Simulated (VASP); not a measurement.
# Al8H in VASP: a series of runs, part 2 of 2

VASP 6.6.1. Earlier steps stand in the parts before.

### 3 Single point, PBE

File INCAR:

```
PREC = Accurate
ENCUT = 520
EDIFF = 1E-6
ISMEAR = 0
SIGMA = 0.1
LREAL = Auto
LASPH = T
NELM = 80
ALGO = Normal
ISIF = 2
LWAVE = F
LCHARG = F
LDIPOL = T
IDIPOL = 3
DIPOL = 0.5 0.5 0.302
GGA = PE
NBANDS = 40
```

File KPOINTS:

```
regular mesh
0
Gamma
  5 4 1
```

File POSCAR:

```
Al8H
1.0
    5.7135165837      0.0000000000      0.0000000000
    0.0000000000      8.0801326415      0.0000000000
    0.0000000000      0.0000000000     22.2432786975
Al H
16 2
Direct
    0.2500000000      0.2500000000      0.1798296040
    0.2500000000      0.7500000000      0.1798296040
    0.7500000000      0.2500000000      0.1798296040
    0.7500000000      0.7500000000      0.1798296040
    0.0000000000      0.0000000000      0.2440458181
    0.0000000000      0.5000000000      0.2440458181
    0.5000000000      0.0000000000      0.2440458181
    0.5000000000      0.5000000000      0.2440458181
    0.2500000000      0.2500000000      0.3102598702
    0.2500000000      0.7500000000      0.3102598702
    0.7500000000      0.2500000000      0.3102598702
    0.7500000000      0.7500000000      0.3102598702
    0.0000000000      0.0000000000      0.3705963860
    0.0000000000      0.5000000000      0.3705963860
    0.5000000000      0.0000000000      0.3705963860
    0.5000000000      0.5000000000      0.3705963860
    0.7500000000     -0.0568678783      0.5054685890
    0.7500000000      0.0568678783      0.5054685890
```

Potentials or basis: VASP PAW PBE potentials, release 64 (Al, H).

The run is started by

```console
$ cat potpaw_PBE.64/Al/POTCAR potpaw_PBE.64/H/POTCAR > POTCAR
$ mpirun -np 1 vasp_std > vasp.out
```

OUTCAR:

```text
PREC = Accurate
   ENCUT = 520
   EDIFF = 1E-6
   ISMEAR = 0
   LREAL = Auto
   LASPH = T
   NELM = 80
   ISIF = 2
   GGA = PE

 ion  position               nearest neighbor table
   1  0.250  0.250  0.180-   3 2.86   3 2.86   6 2.86   7 2.86   8 2.86   5 2.86   9 2.90
   2  0.250  0.750  0.180-   4 2.86   4 2.86   6 2.86   7 2.86   8 2.86   5 2.86  10 2.90
   3  0.750  0.250  0.180-   1 2.86   1 2.86   6 2.86   7 2.86   8 2.86   5 2.86  11 2.90
   4  0.750  0.750  0.180-   2 2.86   2 2.86   6 2.86   7 2.86   8 2.86   5 2.86  12 2.90
   5  0.000  0.000  0.244-  13 2.81   7 2.86   7 2.86   4 2.86   1 2.86   2 2.86   3 2.86  11 2.88
                            12 2.88   9 2.88  10 2.88
   6  0.000  0.500  0.244-  14 2.81   8 2.86   8 2.86   4 2.86   1 2.86   2 2.86   3 2.86  11 2.88
                            12 2.88   9 2.88  10 2.88
   7  0.500  0.000  0.244-  15 2.81   5 2.86   5 2.86   4 2.86   1 2.86   2 2.86   3 2.86  11 2.88
                            12 2.88   9 2.88  10 2.88
   8  0.500  0.500  0.244-  16 2.81   6 2.86   6 2.86   4 2.86   1 2.86   2 2.86   3 2.86  11 2.88
                            12 2.88   9 2.88  10 2.88
   9  0.250  0.250  0.310-  13 2.81  14 2.81  15 2.81  16 2.81  11 2.86  11 2.86   7 2.88   8 2.88
[... 587 lines left out ...]
 [bands above 37 left out]

------------------------ aborting loop because EDIFF is reached ----------------------------------------

 vacuum level on the upper side and lower side of the slab       (xc-potential included)        -0.105         0.049

  FORCE on cell =-STRESS in cart. coord.  units (eV):
  Direction    XX          YY          ZZ          XY          YZ          ZX
  --------------------------------------------------------------------------------------
  -------------------------------------------------------------------------------------
  Total      -11.8877572     -7.1051214     -0.6066940      0.0000000      0.0000000      0.0000000
  in kB      -18.5476854    -11.0856535     -0.9465847      0.0000000      0.0000000      0.0000000
  external PRESSURE =     -10.1933079 kB  Pullay stress =       0.0000000 kB

 VOLUME and BASIS-vectors are now :
 -----------------------------------------------------------------------------
  energy-cutoff  :      520.00
  volume of cell :     1026.88
      direct lattice vectors                 reciprocal lattice vectors
     5.713516584  0.000000000  0.000000000     0.175023558  0.000000000  0.000000000
     0.000000000  8.080132642  0.000000000     0.000000000  0.123760345  0.000000000
     0.000000000  0.000000000 22.243278697     0.000000000  0.000000000  0.044957401

 POSITION                                       TOTAL-FORCE (eV/Angst)
 -----------------------------------------------------------------------------------
      1.42838      2.02003      4.00000        -0.000000      0.008895      0.198685
      1.42838      6.06010      4.00000         0.000000     -0.008895      0.198685
      4.28514      2.02003      4.00000         0.000000      0.000025      0.212617
      4.28514      6.06010      4.00000         0.000000     -0.000025      0.212617
      0.00000      0.00000      5.42838         0.009616      0.000000     -0.206443
      0.00000      4.04007      5.42838         0.008266      0.000000     -0.206907
[... 10 lines left out ...]
      4.28514      7.62063     11.24328         0.000000      3.525035      0.087389
      4.28514      0.45950     11.24328         0.000000     -3.525035      0.087389
 -----------------------------------------------------------------------------------
    total drift:                               -0.000000     -0.000000     -0.013807

  FREE ENERGIE OF THE ION-ELECTRON SYSTEM (eV)
  ---------------------------------------------------
  free  energy   TOTEN  =       -61.0573479480 eV

  energy  without entropy=      -61.0213342915  energy(sigma->0) =      -61.03934112

 vacuum level on the upper side and lower side of the slab         3.116         3.250
```

Wall time 8.8 min (1 thread of Intel Xeon 6975P-C (Granite Rapids), shared host); peak memory 0.9 GiB.

What came out:

| Item | Value |
| --- | --- |
| Free energy | -61.0573 eV |
| Largest force | 3.526 eV/Å |
| Band gap on the k mesh | zero (bands 25 and 26 overlap by 0.48 eV) |

Forces on the atoms (eV/Å):
```
Al   0.000  0.009  0.199
Al   0.000 -0.009  0.199
Al   0.000  0.000  0.213
Al   0.000  0.000  0.213
Al   0.010  0.000 -0.206
Al   0.008  0.000 -0.207
Al  -0.010  0.000 -0.206
Al  -0.008  0.000 -0.207
Al   0.000 -0.007 -0.029
Al   0.000  0.007 -0.029
Al   0.000 -0.016  0.001
Al   0.000  0.016  0.001
Al   0.034  0.000 -0.063
Al   0.004  0.000  0.006
Al  -0.034  0.000 -0.063
Al  -0.004  0.000  0.006
H    0.000  3.525  0.087
H    0.000 -3.525  0.087
```

### 4 Single point, PBE

File INCAR:

```
PREC = Accurate ; ENCUT = 520
EDIFF = 1E-6 ; ISMEAR = 0
SIGMA = 0.1 ; LREAL = Auto
LASPH = T ; NELM = 60
ALGO = Normal ; ISIF = 2
LWAVE = F ; LCHARG = F
LDIPOL = T ; IDIPOL = 3
DIPOL = 0.5 0.5 0.289 ; GGA = PE
NBANDS = 40
```

KPOINTS is that of step 3.

Changes to POSCAR since step 3:

```diff
@@ -24,3 +24,3 @@
     0.5000000000      0.5000000000      0.3705963860
-    0.7500000000     -0.0568678783      0.5054685890
-    0.7500000000      0.0568678783      0.5054685890
+    0.7500000000     -0.0730804835      0.3908272164
+    0.7500000000      0.0730804835      0.3908272164
```

The run is started by

```console
$ cat potpaw_PBE.64/Al/POTCAR potpaw_PBE.64/H/POTCAR > POTCAR
$ mpirun -np 1 vasp_std > vasp.out
```

It took 9.6 min on 1 thread of Intel Xeon 6975P-C (Granite Rapids), shared host; peak memory 0.89 GiB.

Results (log left out):

- Free energy: -59.0478 eV
- Largest force: 3.406 eV/Å
- Band gap on the k mesh: zero (bands 25 and 26 overlap by 0.39 eV)

Forces on the atoms (eV/Å):
```
Al   0.000  0.008  0.268
Al   0.000 -0.008  0.268
Al   0.000 -0.014  0.216
Al   0.000  0.014  0.216
Al   0.112  0.000 -0.134
Al   0.076  0.000 -0.307
Al  -0.112  0.000 -0.134
Al  -0.076  0.000 -0.307
Al   0.000  0.057 -0.086
Al   0.000 -0.057 -0.086
Al   0.000  0.016  0.122
Al   0.000 -0.016  0.122
Al   3.064  0.000 -0.901
Al  -0.092  0.000 -0.005
Al  -3.064  0.000 -0.901
Al   0.092  0.000 -0.005
H    0.000 -3.304  0.826
H    0.000  3.304  0.826
```

Levels at points of the mesh, in eV from the Fermi level:
```
           k point  band 23  band 24  band 25  band 26  band 27  band 28
(0.00, 0.00, 0.00)    -0.89    -0.60    -0.46    -0.29    -0.24     0.78
(0.00, 0.50, 0.00)    -0.98    -0.90    -0.43    -0.18    -0.12     0.23
```

### 5 Summary

```tsv
cell	gap on the mesh (eV)	largest force (eV/Å)
as given, atomic positions A	none	3.30
as given, atomic positions B	none	3.53
as given, atomic positions C	none	3.41
```

Alike in all rows: task single point; level PBE; potentials or basis VASP PAW PBE potentials, release 64 (Al, H); no spin polarisation; k mesh 5 × 4 × 1; cutoff (eV) 520; smearing gaussian 0.1 eV.

Absolute energies hang on the potentials; compare differences alone.
